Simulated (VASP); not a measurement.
# MgCd3O4: single point with PBE

Crystal: MgCd3O4.

```
Mg Cd O
1.0
     3.27589    0.00000    0.00000
     0.00000    4.66674    0.00000
     0.00000    0.00000    6.64273
Mg Cd O
1 3 4
Direct
  0.00000 0.00000 0.00000
  0.50000 0.50000 0.24445
  0.00000 0.00000 0.50000
  0.50000 0.50000 0.75555
  0.00000 0.50000 0.00000
  0.50000 0.00000 0.22372
  0.00000 0.50000 0.50000
  0.50000 0.00000 0.77628
```

```
Program                : VASP 6.6.1
Task                   : single point
Functional             : PBE
Potentials or basis    : VASP PAW PBE potentials, release 64 (Mg, Cd, O)
Cutoff                 : 520 eV
k mesh                 : 6 × 6 × 4
Occupations            : gaussian, width 0.2 eV
Spin                   : no spin polarisation
Dipole correction      : no
Further INCAR settings : ALGO = Normal; EDIFF = 1e-07; NBANDS = 41
```

```json
{"Pressure": "1.0 GPa", "Largest force": "0.068 eV/Å", "Band gap on the k mesh": "zero (band 31 reaches 2.29 eV, above the bottom of band 32 at 2.17 eV)"}
```

Forces on the atoms (eV/Å):
```
Mg   0.000  0.000  0.000
Cd   0.000  0.000  0.015
Cd   0.000  0.000  0.000
Cd   0.000  0.000 -0.015
O    0.000  0.000  0.000
O    0.000  0.000 -0.068
O    0.000  0.000  0.000
O    0.000  0.000  0.068
```

Stress tensor (GPa, compression positive):
```
0.90 0.00 0.00
0.00 1.10 0.00
0.00 0.00 0.97
```

Levels at points of the mesh, in eV from the Fermi level:
| k point | band 27 | band 28 | band 29 | band 30 | band 31 | band 32 | band 33 | band 34 | band 35 | band 36 |
| --- | --- | --- | --- | --- | --- | --- | --- | --- | --- | --- |
| (0.00, 0.00, 0.00) | -1.50 | -1.49 | -1.39 | -1.31 | -0.30 | -0.28 | 3.50 | 5.14 | 5.92 | 8.08 |
| (0.50, 0.00, 0.00) | -2.49 | -2.46 | -2.07 | -1.04 | -0.31 | 3.54 | 3.78 | 4.88 | 6.09 | 7.56 |
| (0.00, 0.50, 0.00) | -1.69 | -1.15 | -1.09 | -0.25 | -0.16 | 3.15 | 3.37 | 4.46 | 4.77 | 7.10 |
| (0.50, 0.50, 0.00) | -2.02 | -1.06 | -0.90 | -0.27 | -0.18 | 4.04 | 4.33 | 5.60 | 5.85 | 7.17 |
| (0.00, 0.00, 0.50) | -1.95 | -1.61 | -1.40 | -1.18 | -0.76 | 1.78 | 2.41 | 4.95 | 6.60 | 7.89 |
| (0.50, 0.00, 0.50) | -2.08 | -2.01 | -1.98 | -1.82 | -1.56 | 3.87 | 4.64 | 4.91 | 6.75 | 7.11 |
| (0.00, 0.50, 0.50) | -1.20 | -1.03 | -0.99 | -0.84 | -0.58 | 3.50 | 3.67 | 4.55 | 4.56 | 8.16 |
| (0.50, 0.50, 0.50) | -1.92 | -1.80 | -1.28 | -0.95 | -0.66 | 5.05 | 5.76 | 6.04 | 6.32 | 6.49 |

Wall time 2.9 min on 1 thread of Intel(R) Xeon(R) Platinum 8488C (Sapphire Rapids) (shared host), peak memory 0.3 GiB.
